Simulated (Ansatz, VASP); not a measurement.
# HfN: VASP beside Ansatz

The input INCAR:

```
  ALGO = Normal
  EDIFF = 1E-7
  EDIFFG = -0.002
  ENCUT = 600
  GGA = PS
  IBRION = 2
  ISIF = 3
  ISMEAR = 0
  LASPH = True
  LCHARG = False
  LREAL = False
  LWAVE = False
  NELM = 80
  NSW = 100
  PREC = Accurate
  SIGMA = 0.1
```

File KPOINTS:

```
k-points
0
Gamma
  16 16 16
```

POSCAR

```
HfN
1.0
    0.0000000000      2.2558601200      2.2558601200
    2.2558601200      0.0000000000      2.2558601200
    2.2558601200      2.2558601200      0.0000000000
Hf N
1 1
Direct
    0.0000000000      0.0000000000      0.0000000000
    0.5000000000      0.5000000000      0.5000000000
```

Input for Ansatz:

```yaml
crystal:
  lattice:
    - [0.0, 2.25586012, 2.25586012]
    - [2.25586012, 0.0, 2.25586012]
    - [2.25586012, 2.25586012, 0.0]
  atoms:
    - { symbol: Hf, position: [0.0, 0.0, 0.0] }
    - { symbol: "N", position: [0.5, 0.5, 0.5] }
basis:
  ecutwfc: 420
kpoints:
  mp_grid: { grid: [16, 16, 16] }
hamiltonian:
  xc: pbesol
  pseudopotentials: { kind: paw, azcp: { folder: soft_1 } }
scf:
  occupations: { method: gaussian, width: 0.1 }
output:
  forces: true
  stress: true
  eigenvalues: true
  write_density: true
  write_potential: true
  elf: true
  volumetric_format: npy
relax:
  adjacent_minimum: "off"
  f_tol: 0.002
  max_steps: 80
  cell: { stress_tol: 0.02 }
```

Alike in both runs: task relaxation of cell and atoms; functional PBEsol; k mesh 16 × 16 × 16; occupations gaussian, width 0.1 eV; no spin polarisation.

```csv
,VASP,Ansatz
version,VASP 6.6.1,Ansatz 0.2.0
potentials or method,"VASP PAW PBE potentials, release 64 (Hf_pv, N), cutoff 600 eV","scalar-relativistic, plane waves, PAW"
valence electrons in the cell,15,31
```

|  | VASP | Ansatz | Ansatz less VASP |
| --- | --- | --- | --- |
| gap on the k mesh at the Fermi level, each at its own relaxed structure (eV) | none | none | - |
| relaxed volume (Å³/atom) | 11.31 | 11.40 | +0.092 |
| relaxed cell length with the largest relative difference (Å) | 3.175 | 3.183 | +0.0086 |

VASP's potentials were made for PBE, not for PBEsol, and Ansatz warns of the same on its side. A gap of «none» marks a metal or a gap that the smearing closes. VASP's potentials hold 15 valence electrons a cell and Ansatz's 31, so a difference there can come from the potentials and not from the codes.

Spin-orbit coupling is off throughout.
